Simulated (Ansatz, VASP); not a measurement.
C in VASP and in Ansatz

The input INCAR:

```
SYSTEM = C
PREC = Accurate
ENCUT = 520
EDIFF = 1E-7
ISMEAR = 0
SIGMA = 0.15
LREAL = .False.
LASPH = .True.
NELM = 100
ALGO = Normal
ISIF = 2
LWAVE = .False.
LCHARG = .False.
GGA = PE
NBANDS = 16
```

Contents of KPOINTS:

```
regular mesh
0
Gamma
  18 18 6
  0 0 0
```

Contents of POSCAR:

```
C
1.0
    1.2332770792     -2.1360444277      0.0000000000
    1.2332770792      2.1360444277      0.0000000000
    0.0000000000      0.0000000000      8.7070252276
C
4
Direct
    0.1433037454      0.8566962546      0.7993462396
    0.5233624199      0.4766375801      0.2006534414
    0.8566962546      0.1433037454      0.2006537604
    0.4766375801      0.5233624199      0.7993465586
```

Input for Ansatz:

```yaml
crystal:
  lattice:
    - [1.2332770792, -2.1360444277, 0.0]
    - [1.2332770792, 2.1360444277, 0.0]
    - [0.0, 0.0, 8.7070252276]
  atoms:
    - { symbol: C, position: [0.1433037454, 0.8566962546, 0.7993462396] }
    - { symbol: C, position: [0.5233624199, 0.4766375801, 0.2006534414] }
    - { symbol: C, position: [0.8566962546, 0.1433037454, 0.2006537604] }
    - { symbol: C, position: [0.4766375801, 0.5233624199, 0.7993465586] }
basis:
  ecutwfc: 520.0
kpoints:
  mp_grid: { grid: [18, 18, 6] }
hamiltonian:
  xc: pbe
  pseudopotentials: { kind: paw, azcp: { folder: soft_1 } }
scf:
  occupations: { method: gaussian, width: 0.15 }
output:
  forces: true
  stress: true
  eigenvalues: true
```

Change from the starting cell: mode 1 frozen in at -0.256 Å and mode 6 at +0.427 Å (largest displacements).

Alike in both runs: task single point; functional PBE; k mesh 18 × 18 × 6; occupations gaussian, width 0.15 eV; no spin polarisation.

|  | VASP | Ansatz |
| --- | --- | --- |
| version | VASP 6.6.1 | Ansatz 0.2.0 |
| potentials or method | VASP PAW PBE potentials, release 64 (C), cutoff 520 eV | scalar-relativistic, plane waves, PAW |
| valence electrons in the cell | 16 | 16 |

|  | VASP | Ansatz | Ansatz less VASP |
| --- | --- | --- | --- |
| gap on the k mesh at the Fermi level (eV) | 0.08 | 0.08 | 0.000 |
| least direct gap on the mesh (eV) | 0.08 | 0.08 | 0.000 |
| pressure (GPa) | 0.6 | 0.2 | -0.34 |
| traceless stress, the component that is largest in VASP (GPa) | 0.20 | 0.61 | +0.410 |
| rms of the force components (eV/Å) | 0.021 | 0.021 | 0.0000 |

Atom by atom the forces differ by 0.000 eV/Å (rms over components).
